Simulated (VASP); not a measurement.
Sn2Bi2S, 5 atoms in the cell. It takes space group P6/mmm (No. 191, hexagonal). Conventional cell: a = 5.270 Å, b = 5.270 Å, c = 8.552 Å, α = 90.00°, β = 90.00°, γ = 120.00°. Within 4.0 Å of Sn (site symmetry -6m2) lie 3 Sn at 3.04 Å and 6 Bi at 3.50 Å. Within 3.6 Å of Bi (site symmetry 6mm) lie 1 S at 2.54 Å and 1 Bi at 3.48 Å and 6 Sn at 3.50 Å. Within 3.4 Å of S (site symmetry 6/mmm) lie 2 Bi at 2.54 Å. The cell was built from a structure type or drawn by symmetry, and may not be a known phase.

```yaml
Program: VASP 6.6.1
Task: relaxation of cell and atoms
Functional: PBE
Potentials_or_basis: VASP PAW PBE potentials, release 64 (Sn_d, Bi_d, S)
Cutoff: 600 eV
k_mesh: 12 × 12 × 6
Occupations: gaussian, width 0.1 eV
Spin: no spin polarisation
Dipole_correction: no
Further_INCAR_settings: ALGO = Fast; EDIFF = 1e-07; IBRION = 2; EDIFFG = -0.01; NSW = 100; ISIF = 3
```

Potentials or basis: VASP PAW PBE potentials, release 64 (Sn_d, Bi_d, S).

Launch:

```sh
$ cat potpaw_PBE.64/Sn_d/POTCAR potpaw_PBE.64/Bi_d/POTCAR potpaw_PBE.64/S/POTCAR > POTCAR
$ mpirun -np 1 vasp_std > vasp.out
```

Hardware: 1 thread of Oxide Virtual Turin-like Processor, on a shared host.

Question: Estimate the wall time of this run.

Answer: Run time: 49 min on 1 thread of Oxide Virtual Turin-like Processor, on a shared host, peak memory 0.8 GiB. Counts: scf iterations 38, k points 76, ion steps 3.
